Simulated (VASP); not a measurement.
Runs of VASP 6.6.1 on Pb. The structure is that of space group I4/mmm (No. 139), or close to it. The cells are those of the table. 

| cell | further INCAR settings | gap on the mesh (eV) | pressure (GPa) |
| --- | --- | --- | --- |
| a = 3.811, b = 3.811, c = 3.112 Å, angles 65.9, 65.9, 48.2°, 1 atom | ALGO = Fast; EDIFF = 1e-06; NBANDS = 13 | none | 5.2 |
| a = 3.890, b = 3.890, c = 3.051 Å, angles 66.9, 66.9, 46.2°, 1 atom | ALGO = Fast; EDIFF = 1e-07; NBANDS = 13 | none | (a) |
| a = 3.401, b = 3.401, c = 4.032 Å, angles 53.6, 53.6, 72.7°, 1 atom | ALGO = Fast; EDIFF = 1e-06; NBANDS = 13 | none | 2.5 |
| a = 3.712, b = 3.712, c = 3.200 Å, angles 64.5, 64.5, 51.1°, 1 atom | ALGO = Fast; EDIFF = 1e-07; NBANDS = 13 | none | (b) |
| a = 3.630, b = 3.630, c = 3.287 Å, angles 63.1, 63.1, 53.8°, 1 atom | ALGO = Fast; EDIFF = 1e-06; NBANDS = 13 | none | 3.1 |
| a = 3.422, b = 3.422, c = 3.687 Å, angles 57.4, 57.4, 65.2°, 1 atom | ALGO = Fast; EDIFF = 1e-07; NBANDS = 13 | none | 2.7 |
| a = 3.403, b = 3.403, c = 3.794 Å, angles 56.1, 56.1, 67.8°, 1 atom | ALGO = Fast; EDIFF = 1e-06; NBANDS = 13 | none | 2.6 |
| a = 3.557, b = 3.557, c = 3.384 Å, angles 61.6, 61.6, 56.8°, 1 atom | ALGO = Fast; EDIFF = 1e-06; NBANDS = 13 | none | 2.8 |
| a = 3.451, b = 3.451, c = 3.591 Å, angles 58.6, 58.6, 62.7°, 1 atom | ALGO = Fast; EDIFF = 1e-07; NBANDS = 13 | none | 2.7 |

Alike in all rows: task single point; level PBE; potentials or basis VASP PAW PBE potentials, release 64 (Pb_d); no spin polarisation; k mesh 18 × 18 × 18; cutoff (eV) 520; smearing gaussian 0.15 eV.

Problem. Fill in the values left out.

Solution. (a) 6.5; (b) 3.8.

Caveats: spin-orbit coupling is left out, which moves the levels of the heavy elements.

A k mesh can miss the band edges, and the runs leave out spin-orbit coupling on Pb.

A gap of «none» marks levels without a gap at the run's occupations.
